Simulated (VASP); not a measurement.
# Ca (Pm-3m) in VASP: notebook

The runs below take Ca through single point, with PBEsol.

Program: VASP 6.6.1. These are calculated values, not measurements. Logs are shortened: lines on timing, memory, paths and dates and some standing lists are left out, and cuts for length are marked.

### Step 1. The cell of the first run

The structure is cubic, space group Pm-3m (No. 221). The conventional cell has a = 3.541 Å, b = 3.541 Å, c = 3.541 Å, α = 90.00°, β = 90.00°, γ = 90.00°. Within 4.7 Å of Ca (site symmetry m-3m) lie 6 Ca at 3.54 Å.

This isn't the form of Ca at room conditions, which is fcc.

### Step 2. Single point, PBEsol (strained)

INCAR reads:

```
PREC = Accurate
ENCUT = 520
EDIFF = 1E-7
ISMEAR = 0
SIGMA = 0.1
LREAL = False
LASPH = True
NELM = 80
ALGO = Fast
ISIF = 2
LWAVE = False
LCHARG = False
GGA = PS
NBANDS = 11
```

KPOINTS reads:

```
Automatic mesh
0
Gamma
  12 12 12
```

POSCAR reads:

```
Ca
1.0
    3.5414048239      0.0000000000      0.0000000000
    0.0000000000      3.5414048239      0.0000000000
    0.0000000000      0.0000000000      3.5414048239
Ca
1
Direct
    0.0000000000      0.0000000000      0.0000000000
```

Potentials or basis: VASP PAW PBE potentials, release 64 (Ca_sv).

Started as:

```console
> cat potpaw_PBE.64/Ca_sv/POTCAR > POTCAR
> mpirun -np 1 vasp_std > vasp.out
```

OUTCAR:

```text
PREC = Accurate
   ENCUT = 520
   EDIFF = 1E-7
   ISMEAR = 0
   LREAL = False
   LASPH = True
   NELM = 80
   ISIF = 2
   GGA = PS

 ion  position               nearest neighbor table
   1  0.000  0.000  0.000-

  LATTYP: Found a simple cubic cell.
 ALAT       =     3.5414048239

  Lattice vectors:

 A1 = (   3.5414048239,   0.0000000000,   0.0000000000)
 A2 = (   0.0000000000,   3.5414048239,   0.0000000000)
 A3 = (   0.0000000000,   0.0000000000,   3.5414048239)

Analysis of symmetry for initial positions (statically):
=====================================================================
 Subroutine PRICEL returns:
 Original cell was already a primitive cell.

 Routine SETGRP: Setting up the symmetry group for a
 simple cubic supercell.

 Subroutine GETGRP returns: Found 48 space group operations
 (whereof 48 operations were pure point group operations)
 out of a pool of 48 trial point group operations.

The static configuration has the point symmetry O_h .

Analysis of symmetry for dynamics (positions and initial velocities):
=====================================================================
 Subroutine PRICEL returns:
 Original cell was already a primitive cell.

 Routine SETGRP: Setting up the symmetry group for a
 simple cubic supercell.

 Subroutine GETGRP returns: Found 48 space group operations
 (whereof 48 operations were pure point group operations)
 out of a pool of 48 trial point group operations.

The dynamic configuration has the point symmetry O_h .

 Subroutine INISYM returns: Found 48 space group operations
 (whereof 48 operations are pure point group operations),
 and found     1 'primitive' translations

----------------------------------------------------------------------------------------

                                     Primitive cell

  volume of cell :      44.4147

  direct lattice vectors                    reciprocal lattice vectors
     3.541404824  0.000000000  0.000000000     0.282373818  0.000000000  0.000000000
     0.000000000  3.541404824  0.000000000     0.000000000  0.282373818  0.000000000
     0.000000000  0.000000000  3.541404824     0.000000000  0.000000000  0.282373818

  length of vectors
     3.541404824  3.541404824  3.541404824     0.282373818  0.282373818  0.282373818

  position of ions in fractional coordinates (direct lattice)
     0.000000000  0.000000000  0.000000000

  ion indices of the primitive-cell ions
   primitive index   ion index
                 1           1

----------------------------------------------------------------------------------------

 KPOINTS: Automatic mesh

Automatic generation of k-mesh.
 Grid dimensions read from file:
 generate k-points for:   12   12   12

 Generating k-lattice:

  Cartesian coordinates                     Fractional coordinates (reciprocal lattice)
     0.023531151  0.000000000  0.000000000     0.083333333  0.000000000  0.000000000
     0.000000000  0.023531151  0.000000000     0.000000000  0.083333333  0.000000000
     0.000000000  0.000000000  0.023531151     0.000000000  0.000000000  0.083333333

  Length of vectors
     0.023531151  0.023531151  0.023531151

  Shift w.r.t. Gamma in fractional coordinates (k-lattice)
     0.000000000  0.000000000  0.000000000

 Subroutine IBZKPT returns following result:
 ===========================================

 Found     84 irreducible k-points:

 Following reciprocal coordinates:
            Coordinates               Weight
  0.000000  0.000000  0.000000      1.000000
  0.083333  0.000000  0.000000      6.000000
  0.166667  0.000000  0.000000      6.000000
  0.250000  0.000000  0.000000      6.000000
  0.333333  0.000000  0.000000      6.000000
  0.416667  0.000000  0.000000      6.000000
[... 16 lines left out ...]
  0.333333  0.333333  0.000000     12.000000
  0.416667  0.333333  0.000000     24.000000
 [... further k-points ...]
   k-points           NKPTS =     84   k-points in BZ     NKDIM =     84   number of bands    NBANDS=     11
   number of dos      NEDOS =    301   number of ions     NIONS =      1
   total plane-waves  NPLWV =  21952
   dimension x,y,z NGX =    28 NGY =   28 NGZ =   28
   dimension x,y,z NGXF=    56 NGYF=   56 NGZF=   56
   ions per type =               1
   NGX,Y,Z   is equivalent  to a cutoff of  13.14, 13.14, 13.14 a.u.
   NGXF,Y,Z  is equivalent  to a cutoff of  26.29, 26.29, 26.29 a.u.
 SYSTEM =  unknown system
   PREC   = accura    normal or accurate (medium, high low for compatibility)
   ISTART =      0    job   : 0-new  1-cont  2-samecut
   ICHARG =      2    charge: 1-file 2-atom 10-const
   ISPIN  =      1    spin polarized calculation?
   LNONCOLLINEAR =      F non collinear calculations
   LSORBIT =      F    spin-orbit coupling
   LASPH  =      T    aspherical Exc in radial PAW
   ENCUT  =  520.0 eV  38.22 Ry    6.18 a.u.   6.58  6.58  6.58*2*pi/ulx,y,z
   NELM   =     80;   NELMIN=  2; NELMDL= -5     # of ELM steps
   EDIFF  = 0.1E-06   stopping-criterion for ELM
   LREAL  =      F    real-space projection
   EDIFFG = 0.1E-05   stopping-criterion for IOM
   NSW    =      0    number of steps for IOM
   IBRION =     -1    ionic relax: 0-MD 1-quasi-New 2-CG
   NFREE  =      0    steps in history (QN), initial steepest desc. (CG)
   ISIF   =      2    stress and relaxation
   ISYM   =      2    0-nonsym 1-usesym 2-fastsym
   POTIM  = 0.5000    time-step for ionic-motion
   TEBEG  =    0.0;   TEEND  =   0.0 temperature during run
   PSTRESS=    0.0 pullay stress
   NELECT =      10.0000    total number of electrons
   NUPDOWN=      -1.0000    fix difference up-down
   EMIN   =  10.00;   EMAX   =-10.00  energy-range for DOS
   EFERMI =   0.00;   METHOD = LEGACY
   ISMEAR =     0;   SIGMA  =   0.10  broadening in eV -4-tet -1-fermi 0-gaus
   EFERMI_NEDOS =   21; number of points for ismear=-14 and -15
   IALGO  =     68    algorithm
   IMIX   =      4    mixing-type and parameters
     AMIX     =   0.40;   BMIX     =  1.00
     AMIX_MAG =   1.60;   BMIX_MAG =  1.00
  volume/ion in A,a.u.               =      44.41       299.73
  Fermi-wavevector in a.u.,A,eV,Ry     =   0.995939  1.882051 13.495535  0.991894
  Thomas-Fermi vector in A             =   2.127993
   LORBIT       =      0    0 simple, 1 ext, 2 COOP (PROOUT), +10 PAW based schemes
   GGA     = PS    functional components
   LHFCALC =     F    Hartree Fock is set to
   AEXX    =    0.0000 exact exchange contribution
   IVDW    =     0    specifies the selected vdW correction
   LEPSILON=     F    determine dielectric tensor
   LRPA    =     F    only Hartree local field effects (RPA)
 non-spin polarized calculation
 RMM-DIIS sequential band-by-band and
 Gauss-broadening in eV      SIGMA  =   0.10
  energy-cutoff  :      520.00
  volume of cell :       44.41
 maximum number of plane-waves:      1222
 NGX is ok and might be reduce to    28
   NGX = 13   NGY = 13   NGZ = 13

 number of electron      10.0000000 magnetization

 number of electron       9.9999997 magnetization

 Free energy of the ion-electron system (eV)
  ---------------------------------------------------
  ext. energy  EPLUGINS =         0.00000000
  ---------------------------------------------------
  free energy    TOTEN  =        -1.73559715 eV

  energy without entropy =       -1.72959781  energy(sigma->0) =       -1.73259748

 E-fermi :   1.6231     XC(G=0):  -7.6287

 val. band max:        1.6109465747   @ k =   0.4167   0.0833   0.0000
 cond. band min:       1.6324189679   @ k =   0.4167   0.3333   0.3333
 fundamental gap:      0.0214723932
 Fermi energy:         1.6231180297

 k-point     1 :       0.0000    0.0000    0.0000
  band No.  band energies     occupation
      1     -40.4795      2.00000
      2     -21.4492      2.00000
      3     -21.4492      2.00000
      4     -21.4492      2.00000
      5      -2.2086      2.00000
      6       2.4162      0.00000
      7       2.4162      0.00000
      8       5.6057      0.00000
      9       5.6057      0.00000
     10       5.6057      0.00000
     11       9.9958      0.00000

 k-point     2 :       0.0833    0.0000    0.0000
  band No.  band energies     occupation
      1     -40.4784      2.00000
      2     -21.4626      2.00000
      3     -21.4480      2.00000
      4     -21.4480      2.00000
      5      -2.1124      2.00000
      6       2.4447      0.00000
      7       2.4453      0.00000
      8       5.4980      0.00000
      9       5.4980      0.00000
     10       5.6128      0.00000
     11       9.3583      0.00000

 k-point     3 :       0.1667    0.0000    0.0000
  band No.  band energies     occupation
      1     -40.4754      2.00000
      2     -21.4990      2.00000
      3     -21.4450      2.00000
      4     -21.4450      2.00000
      5      -1.8303      2.00000
      6       2.4921      0.00000
      7       2.5270      0.00000
      8       5.2343      0.00000
      9       5.2343      0.00000
     10       5.6323      0.00000
     11       8.2619      0.00000

 k-point     4 :       0.2500    0.0000    0.0000
  band No.  band energies     occupation
      1     -40.4712      2.00000
      2     -21.5484      2.00000
      3     -21.4408      2.00000
      4     -21.4408      2.00000
      5      -1.3800      2.00000
      6       2.4402      0.00000
      7       2.6440      0.00000
      8       4.9252      0.00000
      9       4.9252      0.00000
     10       5.6591      0.00000
     11       7.3536      0.00000
[... 239 lines left out ...]
 k-point    22 :       0.5000    0.2500    0.0000
  band No.  band energies     occupation
      1     -40.4548      2.00000
      2     -21.6332      2.00000
      3     -21.5275      2.00000
      4     -21.4244      2.00000
      5       1.2020      2.00000
      6       1.2574      2.00000
      7       3.3122      0.00000
      8       4.0786      0.00000
      9       4.5544      0.00000
     10       5.1569      0.00000
     11       6.6524      0.00000

 k-point    23 :       0.3333    0.3333    0.0000
  band No.  band energies     occupation
      1     -40.4548      2.00000
      2     -21.5819      2.00000
      3     -21.5783      2.00000
      4     -21.4244      2.00000
      5       0.4214      2.00000
      6       2.3035      0.00000
      7       3.3321      0.00000
      8       3.8813      0.00000
      9       4.7928      0.00000
     10       4.9114      0.00000
     11       7.0902      0.00000

 k-point    24 :       0.4167    0.3333    0.0000
  band No.  band energies     occupation
      1     -40.4518      2.00000
      2     -21.6145      2.00000
      3     -21.5758      2.00000
      4     -21.4215      2.00000
      5       0.9242      2.00000
      6       2.0402      0.00000
      7       3.4932      0.00000
      8       3.9169      0.00000
      9       4.6802      0.00000
     10       4.9060      0.00000
     11       6.7188      0.00000

 [... further k-points ...]

------------------------ aborting loop because EDIFF is reached ----------------------------------------

  FORCE on cell =-STRESS in cart. coord.  units (eV):
  Direction    XX          YY          ZZ          XY          YZ          ZX
  --------------------------------------------------------------------------------------
  -------------------------------------------------------------------------------------
  Total       -0.2223867     -0.2223867     -0.2223867     -0.0000000     -0.0000000      0.0000000
  in kB       -8.0221848     -8.0221848     -8.0221848     -0.0000000     -0.0000000      0.0000000
  external PRESSURE =      -8.0221848 kB  Pullay stress =       0.0000000 kB

 VOLUME and BASIS-vectors are now :
 -----------------------------------------------------------------------------
  energy-cutoff  :      520.00
  volume of cell :       44.41
      direct lattice vectors                 reciprocal lattice vectors
     3.541404824  0.000000000  0.000000000     0.282373818  0.000000000  0.000000000
     0.000000000  3.541404824  0.000000000     0.000000000  0.282373818  0.000000000
     0.000000000  0.000000000  3.541404824     0.000000000  0.000000000  0.282373818

 POSITION                                       TOTAL-FORCE (eV/Angst)
 -----------------------------------------------------------------------------------
      0.00000      0.00000      0.00000         0.000000      0.000000      0.000000
 -----------------------------------------------------------------------------------
    total drift:                               -0.000000     -0.000000     -0.000000

  FREE ENERGIE OF THE ION-ELECTRON SYSTEM (eV)
  ---------------------------------------------------
  free  energy   TOTEN  =        -1.7355971464 eV

  energy  without entropy=       -1.7295978132  energy(sigma->0) =       -1.73259748
```

It took 53 s on 1 thread of Intel Xeon 8259CL, shared host; peak memory 0.18 GiB.

What came out:

- Free energy: -1.7356 eV
- Pressure: -0.8 GPa
- Band gap on the k mesh: zero (bands 5 and 6 overlap by 1.20 eV)

Levels at points of the mesh, in eV from the Fermi level:
```tsv
k point	band 2	band 3	band 4	band 5	band 6	band 7	band 8	band 9
(0.00, 0.00, 0.00)	-23.07	-23.07	-23.07	-3.83	0.79	0.79	3.98	3.98
(0.50, 0.00, 0.00)	-23.27	-23.06	-23.06	-1.24	-0.52	1.28	2.79	2.79
(0.50, 0.50, 0.00)	-23.24	-23.24	-23.04	-0.34	0.83	2.24	2.24	3.08
(0.50, 0.50, 0.50)	-23.22	-23.22	-23.22	0.68	0.68	0.68	4.71	4.83
```

Caveat: the cell differs from its parent crystal (strained); the PAW data sets were made with another functional, which shifts forces and pressure a little.

### Step 3. Single point, PBEsol (strained)

INCAR reads:

```
PREC = Accurate ; ENCUT = 520
EDIFF = 1E-7 ; ISMEAR = 0
SIGMA = 0.1 ; LREAL = False
LASPH = True ; NELM = 100
ALGO = Fast ; ISIF = 2
LWAVE = False ; LCHARG = True
GGA = PS ; LELF = True
LVHAR = True ; NBANDS = 11
```

KPOINTS reads:

```
regular mesh
0
Gamma
  12 12 12
```

POSCAR reads:

```
Ca
1.0
    3.5520801123      0.0000000000      0.0000000000
    0.0000000000      3.5520801123      0.0000000000
    0.0000000000      0.0000000000      3.5520801123
Ca
1
Direct
    0.0000000000      0.0000000000      0.0000000000
```

Potentials or basis: VASP PAW PBE potentials, release 64 (Ca_sv).

Started as:

```console
> cat potpaw_PBE.64/Ca_sv/POTCAR > POTCAR
> mpirun -np 1 vasp_std > vasp.out
```

It took 64 s on 1 thread of Intel Xeon 8259CL, shared host; peak memory 0.18 GiB.

The run converged. Its results:

* Free energy: -1.7336 eV
* Pressure: -0.9 GPa
* Band gap on the k mesh: zero (bands 5 and 6 overlap by 1.21 eV)

Levels at points of the mesh, in eV from the Fermi level:
```csv
k point,band 2,band 3,band 4,band 5,band 6,band 7,band 8,band 9
"(0.00, 0.00, 0.00)",-23.09,-23.09,-23.09,-3.82,0.79,0.79,3.95,3.95
"(0.50, 0.00, 0.00)",-23.28,-23.07,-23.07,-1.25,-0.53,1.27,2.78,2.78
"(0.50, 0.50, 0.00)",-23.26,-23.26,-23.06,-0.33,0.82,2.21,2.21,3.06
"(0.50, 0.50, 0.50)",-23.24,-23.24,-23.24,0.68,0.68,0.68,4.68,4.69
```

Caveat: the cell differs from its parent crystal (strained); the PAW data sets were made with another functional, which shifts forces and pressure a little.

The gap in the log of VASP goes by the Fermi energy; the results here count the filled bands.